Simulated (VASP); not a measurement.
# Ti in VASP: notebook

Runs on Ti. Level: r2SCAN. Tasks: single point.

Program: VASP 6.6.1. These are calculated values, not measurements. Logs are shortened: lines on timing, memory, paths and dates and some standing lists are left out, and cuts for length are marked.

**1. The cell of the first run**

The cell holds a slab with vacuum, 7 atoms: a = 3.252 Å, b = 3.252 Å, c = 24.755 Å, α = 90.00°, β = 90.00°, γ = 90.00°.

**2. Single point, r2SCAN**

File POSCAR:

```
Ti
1.0
    3.2517897444      0.0000000000      0.0000000000
    0.0000000000      3.2517897444      0.0000000000
    0.0000000000      0.0000000000     24.7553692333
Ti
7
Direct
    0.5000000000      0.5000000000      0.3029645783
    0.0000000000      0.0000000000      0.3686430522
    0.5000000000      0.5000000000      0.4343215261
    0.0000000000      0.0000000000      0.5000000000
    0.5000000000      0.5000000000      0.5656784739
    0.0000000000      0.0000000000      0.6313569478
    0.5000000000      0.5000000000      0.6970354217
```

File INCAR.step1:

```
  ALGO = Normal
  DIPOL = 0.5 0.5 0.500
  EDIFF = 1E-4
  ENCUT = 520
  GGA = PE
  IDIPOL = 3
  ISMEAR = 0
  LASPH = T
  LCHARG = F
  LDIPOL = T
  LREAL = F
  LWAVE = T
  NBANDS = 51
  NELM = 60
  PREC = Accurate
  SIGMA = 0.1
```

File INCAR.step2:

```
  ALGO = Normal
  DIPOL = 0.5 0.5 0.500
  EDIFF = 1E-6
  ENCUT = 520
  IDIPOL = 3
  ISIF = 2
  ISMEAR = 0
  ISTART = 1
  LASPH = T
  LCHARG = T
  LDIPOL = T
  LELF = T
  LMIXTAU = T
  LREAL = F
  LVACPOTAV = T
  LVHAR = T
  LWAVE = F
  METAGGA = R2SCAN
  NBANDS = 51
  NELM = 60
  PREC = Accurate
  SIGMA = 0.1
```

File KPOINTS:

```
k-points
0
Gamma
  11 11 1
```

Potentials or basis: VASP PAW PBE potentials, release 64 (Ti_sv).

Command:

```bash
> cat potpaw_PBE.64/Ti_sv/POTCAR > POTCAR
> cp INCAR.step1 INCAR
> mpirun -np 1 vasp_std > vasp.out
> cp INCAR.step2 INCAR
> mpirun -np 1 vasp_std > vasp.out
```

OUTCAR:

```text
EDIFF = 1E-6
   ENCUT = 520
   ISIF = 2
   ISMEAR = 0
   ISTART = 1
   LASPH = T
   LREAL = F
   METAGGA = R2SCAN
   NELM = 60
   PREC = Accurate

 ion  position               nearest neighbor table
   1  0.500  0.500  0.303-   2 2.82   2 2.82   2 2.82   2 2.82
   2  0.000  0.000  0.369-   1 2.82   3 2.82   1 2.82   3 2.82   1 2.82   3 2.82   1 2.82   3 2.82

   3  0.500  0.500  0.434-   2 2.82   4 2.82   2 2.82   4 2.82   2 2.82   4 2.82   2 2.82   4 2.82

   4  0.000  0.000  0.500-   3 2.82   5 2.82   3 2.82   5 2.82   3 2.82   5 2.82   3 2.82   5 2.82

   5  0.500  0.500  0.566-   4 2.82   6 2.82   4 2.82   6 2.82   4 2.82   6 2.82   4 2.82   6 2.82

   6  0.000  0.000  0.631-   5 2.82   7 2.82   5 2.82   7 2.82   5 2.82   7 2.82   5 2.82   7 2.82

   7  0.500  0.500  0.697-   6 2.82   6 2.82   6 2.82   6 2.82

  LATTYP: Found a simple tetragonal cell.
 ALAT       =     3.2517897444
 C/A-ratio  =     7.6128443655

  Lattice vectors:

 A1 = (   3.2517897444,   0.0000000000,   0.0000000000)
 A2 = (   0.0000000000,   3.2517897444,   0.0000000000)
 A3 = (   0.0000000000,   0.0000000000,  24.7553692333)

Analysis of symmetry for initial positions (statically):
=====================================================================
 Subroutine PRICEL returns:
 Original cell was already a primitive cell.

 Routine SETGRP: Setting up the symmetry group for a
 simple tetragonal supercell.

 Subroutine GETGRP returns: Found 16 space group operations
 (whereof 16 operations were pure point group operations)
 out of a pool of 16 trial point group operations.

The static configuration has the point symmetry D_4h.

Analysis of symmetry for dynamics (positions and initial velocities):
=====================================================================
 Subroutine PRICEL returns:
 Original cell was already a primitive cell.

 Routine SETGRP: Setting up the symmetry group for a
 simple tetragonal supercell.

 Subroutine GETGRP returns: Found 16 space group operations
 (whereof 16 operations were pure point group operations)
 out of a pool of 16 trial point group operations.

The dynamic configuration has the point symmetry D_4h.

 Subroutine INISYM returns: Found 16 space group operations
 (whereof 16 operations are pure point group operations),
 and found     1 'primitive' translations

----------------------------------------------------------------------------------------

                                     Primitive cell

  volume of cell :     261.7667

  direct lattice vectors                    reciprocal lattice vectors
     3.251789744  0.000000000  0.000000000     0.307522958  0.000000000  0.000000000
     0.000000000  3.251789744  0.000000000     0.000000000  0.307522958  0.000000000
     0.000000000  0.000000000 24.755369233     0.000000000  0.000000000  0.040395277

  length of vectors
     3.251789744  3.251789744 24.755369233     0.307522958  0.307522958  0.040395277

  position of ions in fractional coordinates (direct lattice)
     0.500000000  0.500000000  0.302964578
     0.000000000  0.000000000  0.368643052
     0.500000000  0.500000000  0.434321526
     0.000000000  0.000000000  0.500000000
     0.500000000  0.500000000  0.565678474
     0.000000000  0.000000000  0.631356948
     0.500000000  0.500000000  0.697035422

  ion indices of the primitive-cell ions
   primitive index   ion index
                 1           1
                 2           2
                 3           3
                 4           4
                 5           5
                 6           6
                 7           7

----------------------------------------------------------------------------------------

 KPOINTS: k-points

Automatic generation of k-mesh.
 Grid dimensions read from file:
 generate k-points for:   11   11    1

 Generating k-lattice:

  Cartesian coordinates                     Fractional coordinates (reciprocal lattice)
     0.027956633  0.000000000  0.000000000     0.090909091  0.000000000  0.000000000
     0.000000000  0.027956633  0.000000000     0.000000000  0.090909091  0.000000000
     0.000000000  0.000000000  0.040395277     0.000000000  0.000000000  1.000000000

  Length of vectors
     0.027956633  0.027956633  0.040395277

  Shift w.r.t. Gamma in fractional coordinates (k-lattice)
     0.000000000  0.000000000  0.000000000

 Subroutine IBZKPT returns following result:
 ===========================================

 Found     21 irreducible k-points:

 Following reciprocal coordinates:
            Coordinates               Weight
  0.000000  0.000000  0.000000      1.000000
  0.090909  0.000000  0.000000      4.000000
  0.181818  0.000000  0.000000      4.000000
  0.272727  0.000000  0.000000      4.000000
  0.363636  0.000000  0.000000      4.000000
  0.454545  0.000000  0.000000      4.000000
[... 13 lines left out ...]
  0.454545  0.363636  0.000000      8.000000
  0.454545  0.454545  0.000000      4.000000
   k-points           NKPTS =     21   k-points in BZ     NKDIM =     21   number of bands    NBANDS=     51
   number of dos      NEDOS =    301   number of ions     NIONS =      7
   total plane-waves  NPLWV = 110592
   dimension x,y,z NGX =    24 NGY =   24 NGZ =  192
   dimension x,y,z NGXF=    48 NGYF=   48 NGZF=  384
   ions per type =               7
   NGX,Y,Z   is equivalent  to a cutoff of  12.27, 12.27, 12.89 a.u.
   NGXF,Y,Z  is equivalent  to a cutoff of  24.54, 24.54, 25.79 a.u.
 SYSTEM =  unknown system
   PREC   = accura    normal or accurate (medium, high low for compatibility)
   ISTART =      1    job   : 0-new  1-cont  2-samecut
   ICHARG =      0    charge: 1-file 2-atom 10-const
   ISPIN  =      1    spin polarized calculation?
   LNONCOLLINEAR =      F non collinear calculations
   LSORBIT =      F    spin-orbit coupling
   LASPH  =      T    aspherical Exc in radial PAW
   ENCUT  =  520.0 eV  38.22 Ry    6.18 a.u.   6.05  6.05 46.03*2*pi/ulx,y,z
   NELM   =     60;   NELMIN=  2; NELMDL=  0     # of ELM steps
   EDIFF  = 0.1E-05   stopping-criterion for ELM
   LREAL  =      F    real-space projection
   EDIFFG = 0.1E-04   stopping-criterion for IOM
   NSW    =      0    number of steps for IOM
   IBRION =     -1    ionic relax: 0-MD 1-quasi-New 2-CG
   NFREE  =      0    steps in history (QN), initial steepest desc. (CG)
   ISIF   =      2    stress and relaxation
   ISYM   =      2    0-nonsym 1-usesym 2-fastsym
   POTIM  = 0.5000    time-step for ionic-motion
   TEBEG  =    0.0;   TEEND  =   0.0 temperature during run
   PSTRESS=    0.0 pullay stress
   NELECT =      84.0000    total number of electrons
   NUPDOWN=      -1.0000    fix difference up-down
   EMIN   =  10.00;   EMAX   =-10.00  energy-range for DOS
   EFERMI =   0.00;   METHOD = LEGACY
   ISMEAR =     0;   SIGMA  =   0.10  broadening in eV -4-tet -1-fermi 0-gaus
   EFERMI_NEDOS =   21; number of points for ismear=-14 and -15
   IALGO  =     38    algorithm
   IMIX   =      4    mixing-type and parameters
     AMIX     =   0.40;   BMIX     =  1.00
     AMIX_MAG =   1.60;   BMIX_MAG =  1.00
  volume/ion in A,a.u.               =      37.40       252.36
  Fermi-wavevector in a.u.,A,eV,Ry     =   1.120804  2.118013 17.091672  1.256202
  Thomas-Fermi vector in A             =   2.257453
   LORBIT       =      0    0 simple, 1 ext, 2 COOP (PROOUT), +10 PAW based schemes
   METAGGA = R2SCAN    functional components
   LHFCALC =     F    Hartree Fock is set to
   AEXX    =    0.0000 exact exchange contribution
   IVDW    =     0    specifies the selected vdW correction
   LEPSILON=     F    determine dielectric tensor
   LRPA    =     F    only Hartree local field effects (RPA)
 non-spin polarized calculation
 Gauss-broadening in eV      SIGMA  =   0.10
  energy-cutoff  :      520.00
  volume of cell :      261.77
 maximum number of plane-waves:      7114
   NGX = 13   NGY = 13   NGZ = 93

 dipolmoment           0.000000      0.000000      0.000000 electrons x Angstroem

 number of electron      84.0000027 magnetization

 dipolmoment           0.000000      0.000000     -0.000000 electrons x Angstroem

 Free energy of the ion-electron system (eV)
  ---------------------------------------------------
  ext. energy  EPLUGINS =         0.00000000
  ---------------------------------------------------
  free energy    TOTEN  =       -87.46259594 eV

  energy without entropy =      -87.38525229  energy(sigma->0) =      -87.42392411

 E-fermi :   2.1832     XC(G=0):  -6.5787

 val. band max:        2.1814069981   @ k =   0.3636   0.0000   0.0000
 cond. band min:       2.1944780446   @ k =   0.1818   0.1818   0.0000
 fundamental gap:      0.0130710465
 Fermi energy:         2.1831578585

 k-point     1 :       0.0000    0.0000    0.0000
  band No.  band energies     occupation
      1     -57.2906      2.00000
      2     -57.2906      2.00000
      3     -56.6814      2.00000
      4     -56.6373      2.00000
      5     -56.5716      2.00000
      6     -56.5177      2.00000
[... 43 lines left out ...]
     50       3.5647      0.00000
     51       3.5741      0.00000

 k-point     2 :       0.0909    0.0000    0.0000
  band No.  band energies     occupation
      1     -57.2893      2.00000
      2     -57.2893      2.00000
      3     -56.6765      2.00000
      4     -56.6343      2.00000
      5     -56.5710      2.00000
      6     -56.5194      2.00000
[... 43 lines left out ...]
     50       3.5102      0.00000
     51       3.6974      0.00000

 k-point     3 :       0.1818    0.0000    0.0000
  band No.  band energies     occupation
      1     -57.2860      2.00000
      2     -57.2860      2.00000
      3     -56.6622      2.00000
      4     -56.6254      2.00000
      5     -56.5692      2.00000
      6     -56.5245      2.00000
[... 961 lines left out ...]
     50       3.8467      0.00000
     51       3.8872      0.00000

 k-point    21 :       0.4545    0.4545    0.0000
  band No.  band energies     occupation
      1     -57.2645      2.00000
      2     -57.2645      2.00000
      3     -56.5640      2.00000
      4     -56.5630      2.00000
      5     -56.5582      2.00000
      6     -56.5527      2.00000
[... 43 lines left out ...]
     50       4.1192      0.00000
     51       4.1712      0.00000

------------------------ aborting loop because EDIFF is reached ----------------------------------------

  FORCE on cell =-STRESS in cart. coord.  units (eV):
  Direction    XX          YY          ZZ          XY          YZ          ZX
  --------------------------------------------------------------------------------------
  -------------------------------------------------------------------------------------
  Total       -4.7871272     -4.7871272     -1.6751270      0.0000000     -0.0000000      0.0000000
  in kB      -29.3002436    -29.3002436    -10.2528358      0.0000000     -0.0000000      0.0000000
  external PRESSURE =     -22.9511077 kB  Pullay stress =       0.0000000 kB

 VOLUME and BASIS-vectors are now :
 -----------------------------------------------------------------------------
  energy-cutoff  :      520.00
  volume of cell :      261.77
      direct lattice vectors                 reciprocal lattice vectors
     3.251789744  0.000000000  0.000000000     0.307522958  0.000000000  0.000000000
     0.000000000  3.251789744  0.000000000     0.000000000  0.307522958  0.000000000
     0.000000000  0.000000000 24.755369233     0.000000000  0.000000000  0.040395277

 POSITION                                       TOTAL-FORCE (eV/Angst)
 -----------------------------------------------------------------------------------
      1.62589      1.62589      7.50000         0.000000      0.000000      0.457334
      0.00000      0.00000      9.12589        -0.000000      0.000000     -0.441025
      1.62589      1.62589     10.75179        -0.000000      0.000000      0.000904
      0.00000      0.00000     12.37768         0.000000      0.000000      0.000000
      1.62589      1.62589     14.00358         0.000000     -0.000000     -0.000904
      0.00000      0.00000     15.62947         0.000000      0.000000      0.441025
      1.62589      1.62589     17.25537         0.000000      0.000000     -0.457334
 -----------------------------------------------------------------------------------
    total drift:                                0.000000     -0.000000      0.000000

  FREE ENERGIE OF THE ION-ELECTRON SYSTEM (eV)
  ---------------------------------------------------
  free  energy   TOTEN  =       -87.4625959375 eV

  energy  without entropy=      -87.3852522854  energy(sigma->0) =      -87.42392411

 vacuum level on the upper side and lower side of the slab         5.368         5.368
```

It took 30 min on 1 thread of Intel Xeon Platinum 8124M at 3.00GHz (Skylake/Cascade Lake), shared host; peak memory 0.49 GiB.

What came out:

```yaml
Free_energy: -87.4626 eV
Largest_force: 0.457 eV/Å
Band_gap_on_the_k_mesh: zero (bands 42 and 43 overlap by 1.39 eV)
```

Forces on the atoms (eV/Å):
```
Ti   0.000  0.000  0.457
Ti   0.000  0.000 -0.441
Ti   0.000  0.000  0.001
Ti   0.000  0.000  0.000
Ti   0.000  0.000 -0.001
Ti   0.000  0.000  0.441
Ti   0.000  0.000 -0.457
```

Levels at points of the mesh, in eV from the Fermi level:
| k point | band 39 | band 40 | band 41 | band 42 | band 43 | band 44 |
| --- | --- | --- | --- | --- | --- | --- |
| (0.00, 0.00, 0.00) | -0.13 | 0.24 | 0.25 | 0.95 | 1.01 | 1.01 |

Caveat: the PAW data sets were made with another functional, which shifts forces and pressure a little.

**3. Single point, r2SCAN**

File POSCAR:

```
Ti
1.0
    3.2517897444      0.0000000000      0.0000000000
    0.0000000000      3.2517897444      0.0000000000
    0.0000000000      0.0000000000     24.7553692333
Ti
7
Direct
    0.5000000000      0.5000000000      0.3074532953
    0.0000000000      0.0000000000      0.3690904769
    0.5000000000      0.5000000000      0.4342727096
    0.0000000000      0.0000000000      0.5000000235
    0.5000000000      0.5000000000      0.5657273032
    0.0000000000      0.0000000000      0.6309095029
    0.5000000000      0.5000000000      0.6925466886
```

File INCAR.step1:

```
SYSTEM = Ti
PREC = Accurate ; ENCUT = 520
ISMEAR = 0 ; SIGMA = 0.1
LREAL = .False. ; LASPH = .True.
NELM = 80 ; LDIPOL = .True.
IDIPOL = 3 ; DIPOL = 0.5 0.5 0.500
NBANDS = 51 ; GGA = PE
ALGO = Normal ; EDIFF = 1E-4
LWAVE = .True. ; LCHARG = .False.
```

File INCAR.step2:

```
SYSTEM = Ti
PREC = Accurate ; ENCUT = 520
EDIFF = 1E-6 ; ISMEAR = 0
SIGMA = 0.1 ; LREAL = .False.
LASPH = .True. ; NELM = 80
ALGO = Normal ; ISIF = 2
LWAVE = .False. ; LCHARG = .False.
LDIPOL = .True. ; IDIPOL = 3
DIPOL = 0.5 0.5 0.500 ; METAGGA = R2SCAN
LMIXTAU = .True. ; NBANDS = 51
ISTART = 1
```

File KPOINTS:

```
Automatic mesh
0
Gamma
  11 11 1
  0 0 0
```

Potentials or basis: VASP PAW PBE potentials, release 64 (Ti_sv).

Command:

```bash
> cat potpaw_PBE.64/Ti_sv/POTCAR > POTCAR
> cp INCAR.step1 INCAR
> mpirun -np 1 vasp_std > vasp.out
> cp INCAR.step2 INCAR
> mpirun -np 1 vasp_std > vasp.out
```

OUTCAR:

```text
SYSTEM = Ti
   PREC = Accurate
   ENCUT = 520
   EDIFF = 1E-6
   ISMEAR = 0
   LREAL = .False.
   LASPH = .True.
   NELM = 80
   ISIF = 2
   METAGGA = R2SCAN
   ISTART = 1

 ion  position               nearest neighbor table
   1  0.500  0.500  0.307-   2 2.76   2 2.76   2 2.76   2 2.76
   2  0.000  0.000  0.369-   1 2.76   1 2.76   1 2.76   1 2.76   3 2.81   3 2.81   3 2.81   3 2.81

   3  0.500  0.500  0.434-   2 2.81   2 2.81   2 2.81   2 2.81   4 2.82   4 2.82   4 2.82   4 2.82

   4  0.000  0.000  0.500-   5 2.82   5 2.82   5 2.82   5 2.82   3 2.82   3 2.82   3 2.82   3 2.82

   5  0.500  0.500  0.566-   6 2.81   6 2.81   6 2.81   6 2.81   4 2.82   4 2.82   4 2.82   4 2.82

   6  0.000  0.000  0.631-   7 2.76   7 2.76   7 2.76   7 2.76   5 2.81   5 2.81   5 2.81   5 2.81

   7  0.500  0.500  0.693-   6 2.76   6 2.76   6 2.76   6 2.76

  LATTYP: Found a simple tetragonal cell.
 ALAT       =     3.2517897444
 C/A-ratio  =     7.6128443655

  Lattice vectors:

 A1 = (   3.2517897444,   0.0000000000,   0.0000000000)
[... 190 lines left out ...]
 Fermi energy:         2.1554396592

 k-point     1 :       0.0000    0.0000    0.0000
  band No.  band energies     occupation
      1     -57.2161      2.00000
      2     -57.2161      2.00000
      3     -56.6912      2.00000
      4     -56.6227      2.00000
      5     -56.5395      2.00000
      6     -56.4719      2.00000
[... 1123 lines left out ...]
     50       4.1067      0.00000
     51       4.1506      0.00000

------------------------ aborting loop because EDIFF is reached ----------------------------------------

 vacuum level on the upper side and lower side of the slab       (xc-potential included)         0.005         0.005

  FORCE on cell =-STRESS in cart. coord.  units (eV):
  Direction    XX          YY          ZZ          XY          YZ          ZX
  --------------------------------------------------------------------------------------
  -------------------------------------------------------------------------------------
  Total       -3.3339746     -3.3339746      0.2786344      0.0000000     -0.0000000      0.0000000
  in kB      -20.4060314    -20.4060314      1.7054183      0.0000000     -0.0000000      0.0000000
  external PRESSURE =     -13.0355481 kB  Pullay stress =       0.0000000 kB

 VOLUME and BASIS-vectors are now :
 -----------------------------------------------------------------------------
  energy-cutoff  :      520.00
  volume of cell :      261.77
      direct lattice vectors                 reciprocal lattice vectors
     3.251789744  0.000000000  0.000000000     0.307522958  0.000000000  0.000000000
     0.000000000  3.251789744  0.000000000     0.000000000  0.307522958  0.000000000
     0.000000000  0.000000000 24.755369233     0.000000000  0.000000000  0.040395277

 POSITION                                       TOTAL-FORCE (eV/Angst)
 -----------------------------------------------------------------------------------
      1.62589      1.62589      7.61112        -0.000000     -0.000000     -0.034092
      0.00000      0.00000      9.13697        -0.000000     -0.000000      0.007033
      1.62589      1.62589     10.75058        -0.000000      0.000000     -0.012900
      0.00000      0.00000     12.37769        -0.000000     -0.000000     -0.000000
      1.62589      1.62589     14.00479         0.000000      0.000000      0.012900
      0.00000      0.00000     15.61840        -0.000000      0.000000     -0.007033
      1.62589      1.62589     17.14425         0.000000      0.000000      0.034092
 -----------------------------------------------------------------------------------
    total drift:                                0.000000     -0.000000     -0.000028

  FREE ENERGIE OF THE ION-ELECTRON SYSTEM (eV)
  ---------------------------------------------------
  free  energy   TOTEN  =       -87.5062084765 eV

  energy  without entropy=      -87.4317136333  energy(sigma->0) =      -87.46896105

 vacuum level on the upper side and lower side of the slab         5.358         5.358
```

It took 38 min on 1 thread of Intel Xeon Platinum 8124M at 3.00GHz (Skylake/Cascade Lake), shared host; peak memory 0.49 GiB.

Results:

* Free energy: -87.5062 eV
* Largest force: 0.034 eV/Å
* Band gap on the k mesh: zero (bands 42 and 43 overlap by 1.49 eV)

Forces on the atoms (eV/Å):
```
Ti   0.000  0.000 -0.034
Ti   0.000  0.000  0.007
Ti   0.000  0.000 -0.013
Ti   0.000  0.000  0.000
Ti   0.000  0.000  0.013
Ti   0.000  0.000 -0.007
Ti   0.000  0.000  0.034
```

Levels at points of the mesh, in eV from the Fermi level:
```
           k point  band 38  band 39  band 40  band 41  band 42  band 43  band 44  band 45
(0.00, 0.00, 0.00)    -1.11    -0.09     0.32     0.33     1.09     1.09     1.09     1.09
```

Caveat: the PAW data sets were made with another functional, which shifts forces and pressure a little.

The gap in the log of VASP goes by the Fermi energy; the results here count the filled bands.